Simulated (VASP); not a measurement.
Wanted: the native input for a VASP 6.6.1 run.

- Task: relaxation of cell and atoms
- Functional: PBE
- Potentials or basis: VASP PAW PBE potentials, release 64 (Be)
- Cutoff: 600 eV
- k mesh: 21 × 21 × 12
- Occupations: gaussian, width 0.1 eV
- Spin: no spin polarisation
- Dipole correction: no
- Further INCAR settings: ALGO = Normal; EDIFF = 1e-06; IBRION = 2; EDIFFG = -0.005; NSW = 100; ISIF = 3

The structure of Be lies in POSCAR:

```
Be
1.0
    2.2995019849      0.0000000000      0.0000000000
   -1.1497509925      1.9914271350      0.0000000000
    0.0000000000      0.0000000000      3.6009000000
Be
2
Direct
    0.3333333333      0.6666666667      0.2500000000
    0.6666666667      0.3333333333      0.7500000000
```

One way to write it, as run:

INCAR

```
PREC = Accurate
ENCUT = 600
EDIFF = 1E-6
ISMEAR = 0
SIGMA = 0.1
LREAL = F
LASPH = T
NELM = 100
ALGO = Normal
ISIF = 3
LWAVE = F
LCHARG = F
GGA = PE
IBRION = 2
NSW = 100
EDIFFG = -0.005
```

KPOINTS

```
Automatic mesh
0
Gamma
  21 21 12
```

Potentials or basis: VASP PAW PBE potentials, release 64 (Be).

The run is started by

```bash
$ cat potpaw_PBE.64/Be/POTCAR > POTCAR
$ mpirun -np 1 vasp_std > vasp.out
```

Results of the run:

The relaxed volume is 7.91 Å³/atom. The relaxed cell is a = 2.263 Å, b = 2.263 Å, c = 3.568 Å, α = 90.00°, β = 90.00°, γ = 120.00° and the space group after relaxing (to 0.05 Å) is P6_3/mmc (No. 194). The energy gained by relaxing is 5.0 meV/atom, the ionic steps are 6 and the pressure after relaxing is 0.1 GPa. The band gap on the k mesh is zero (band 2 reaches 8.01 eV, above the bottom of band 3 at 5.93 eV).

Wall time 34 s on 1 thread of Intel(R) Xeon(R) 6975P-C (Granite Rapids), on a shared host, peak memory 0.15 GiB.
